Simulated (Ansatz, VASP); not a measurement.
# CuO: VASP beside Ansatz

```
Cu O
1.0
     2.34185   -1.71130    0.00000
     2.34185    1.71130    0.00000
    -0.85003    0.00000    5.05787
Cu O
2 2
Direct
  0.00000 0.50000 0.00000
  0.50000 0.00000 0.50000
  0.58160 0.41840 0.25000
  0.41840 0.58160 0.75000
```

Alike in both runs: task relaxation of cell and atoms; functional PBE; k mesh 7 × 7 × 4; occupations fermi-dirac, width 0.1 eV; no spin polarisation.

```csv
,VASP,Ansatz
version,VASP 6.6.1,Ansatz 0.2.0
potentials or method,"VASP PAW PBE potentials, release 64 (Cu, O), cutoff 600 eV",PAW plane waves
valence electrons in the cell,34,50
```

VASP gave:

| Property | Result |
| --- | --- |
| gap on the k mesh at the Fermi level, each at its own relaxed structure (eV) | none |
| relaxed volume (Å³/atom) | 11.19 |
| relaxed cell length with the largest relative difference (Å) | 5.176 |

Which values does Ansatz return?

gap on the k mesh at the Fermi level, each at its own relaxed structure (eV): none; relaxed volume (Å³/atom): 11.20; relaxed cell length with the largest relative difference (Å): 5.157.

A gap of «none» marks a metal or a gap that the smearing closes. VASP's potentials hold 34 valence electrons a cell and Ansatz's 50, so a difference there can come from the potentials and not from the codes.
